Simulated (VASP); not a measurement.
# Hf: single point with PBE

Hf:

```
Hf
1.0
     0.00000    2.28736    2.28736
     2.28736    0.00000    2.28736
     2.28736    2.28736    0.00000
Hf
1
Direct
  0.00000 0.00000 0.00000
```

This cell differs from its parent crystal: Pt replaced by Hf, lengths x 1.172, strained.

```
Program                : VASP 6.6.1
Task                   : single point
Functional             : PBE
Potentials or basis    : VASP PAW PBE potentials, release 64 (Hf_pv)
Cutoff                 : 520 eV
k mesh                 : 16 × 16 × 16
Occupations            : gaussian, width 0.1 eV
Spin                   : no spin polarisation
Dipole correction      : no
Further INCAR settings : ALGO = Normal; EDIFF = 1e-06; NBANDS = 11
```

| Quantity | Value |
| --- | --- |
| Pressure | -5.8 GPa |
| Band gap on the k mesh | zero (bands 5 and 6 overlap by 1.74 eV) |

Levels at points of the mesh, in eV from the Fermi level:
| k point | band 1 | band 2 | band 3 | band 4 | band 5 | band 6 | band 7 | band 8 | band 9 | band 10 |
| --- | --- | --- | --- | --- | --- | --- | --- | --- | --- | --- |
| (0.00, 0.00, 0.00) | -30.27 | -30.27 | -30.27 | -6.98 | 1.36 | 1.36 | 1.36 | 3.92 | 3.92 | 11.09 |
| (0.50, 0.00, 0.00) | -30.91 | -30.36 | -30.36 | -3.45 | 0.38 | 1.17 | 1.17 | 5.84 | 5.84 | 8.55 |
| (0.50, 0.50, 0.00) | -30.87 | -30.50 | -30.50 | -2.98 | -1.90 | 2.19 | 5.85 | 6.40 | 6.40 | 9.35 |

Run time: 66 s on 1 thread of AMD EPYC 7R43 64-Core Processor (Zen 3), on a shared host, peak memory 0.13 GiB.

Caveat: the cell differs from its parent crystal (Pt replaced by Hf, lengths x 1.172, strained); the cell stands under tension; spin-orbit coupling is left out, which moves the levels of the heavy elements.
